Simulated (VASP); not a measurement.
**Li2ZrO2: single point with PBE**

Li2ZrO2:

```
Li Zr O
1.0
     3.07283    0.00000    0.00000
    -1.53641    2.66115    0.00000
     0.00000    0.00000    5.93199
Li Zr O
2 1 2
Direct
  0.66667 0.33333 0.37298
  0.33333 0.66667 0.62702
  0.00000 0.00000 0.00000
  0.33333 0.66667 0.26835
  0.66667 0.33333 0.73165
```

```
Program                : VASP 6.6.1
Task                   : single point
Functional             : PBE
Potentials or basis    : VASP PAW PBE potentials, release 64 (Li_sv, Zr_sv, O)
Cutoff                 : 520 eV
k mesh                 : 12 × 12 × 6
Occupations            : gaussian, width 0.1 eV
Spin                   : no spin polarisation
Dipole correction      : no
Further INCAR settings : ALGO = Normal; EDIFF = 1e-06; NBANDS = 23
```

```yaml
Largest_force: 0.021 eV/Å
Band_gap_on_the_k_mesh: zero (band 15 reaches 9.18 eV, above the bottom of band 16 at 8.26 eV)
```

Forces in eV/Å, atoms in the order of the input:
```
Li   0.000  0.000  0.021
Li   0.000  0.000 -0.021
Zr   0.000  0.000  0.000
O    0.000  0.000 -0.006
O    0.000  0.000  0.006
```

Levels at points of the mesh, in eV from the Fermi level:
```
           k point  band 11  band 12  band 13  band 14  band 15  band 16  band 17  band 18  band 19  band 20
(0.00, 0.00, 0.00)    -4.79    -4.48    -3.98    -3.98    -1.35     1.07     1.07     1.71     3.44     3.44
(0.50, 0.00, 0.00)    -5.84    -5.22    -5.20    -4.84    -1.92     2.54     3.71     3.91     5.04     5.20
(0.00, 0.00, 0.50)    -4.67    -4.67    -4.15    -4.15    -0.69     1.07     1.07     2.72     3.58     3.58
(0.50, 0.00, 0.50)    -6.33    -5.49    -4.71    -4.50    -2.00     2.95     3.30     3.70     3.77     5.12
```

Wall time 36 s on 1 thread of Intel(R) Xeon(R) 6975P-C (Granite Rapids), on a shared host, peak memory 0.24 GiB.
